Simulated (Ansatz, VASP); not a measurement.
## Rh in VASP and in Ansatz

INCAR

```
PREC = Accurate
ENCUT = 520
EDIFF = 1E-6
ISMEAR = 0
SIGMA = 0.05
LREAL = F
LASPH = T
NELM = 80
ALGO = Normal
ISIF = 2
LWAVE = F
LCHARG = F
GGA = PE
NBANDS = 14
```

KPOINTS

```
regular mesh
0
Gamma
  20 20 20
```

The input POSCAR:

```
Rh
1.0
   -1.5350682115      1.5350682115      1.5350682115
    1.5350682115     -1.5350682115      1.5350682115
    1.5350682115      1.5350682115     -1.5350682115
Rh
1
Direct
    0.0000000000      0.0000000000      0.0000000000
```

Input for Ansatz:

```yaml
crystal:
  lattice:
    - [-1.5350682115, 1.5350682115, 1.5350682115]
    - [1.5350682115, -1.5350682115, 1.5350682115]
    - [1.5350682115, 1.5350682115, -1.5350682115]
  atoms:
    - { symbol: Rh, position: [0.0, 0.0, 0.0] }
basis:
  ecutwfc: 420
  ecutrho_ratio: 4
kpoints:
  mp_grid: { grid: [20, 20, 20] }
hamiltonian:
  xc: pbe
scf:
  occupations: { method: gaussian, width: 0.05 }
output:
  forces: true
  stress: true
  eigenvalues: true
```

Alike in both runs: task single point; functional PBE; k mesh 20 × 20 × 20; occupations gaussian, width 0.05 eV; no spin polarisation.

|  | VASP | Ansatz |
| --- | --- | --- |
| version | VASP 6.6.1 | Ansatz 0.2.0 |
| potentials or method | VASP PAW PBE potentials, release 64 (Rh_pv), cutoff 520 eV | scalar-relativistic, plane waves, PAW |
| valence electrons in the cell | 15 | 17 |

```tsv
	VASP	Ansatz	Ansatz less VASP
pressure (GPa)	-0.1	-0.1	-0.04
```

With one functional, cell and mesh, what is left measures potentials, basis and numerics. VASP's potentials hold 15 valence electrons a cell and Ansatz's 17, so a difference there can come from the potentials and not from the codes.
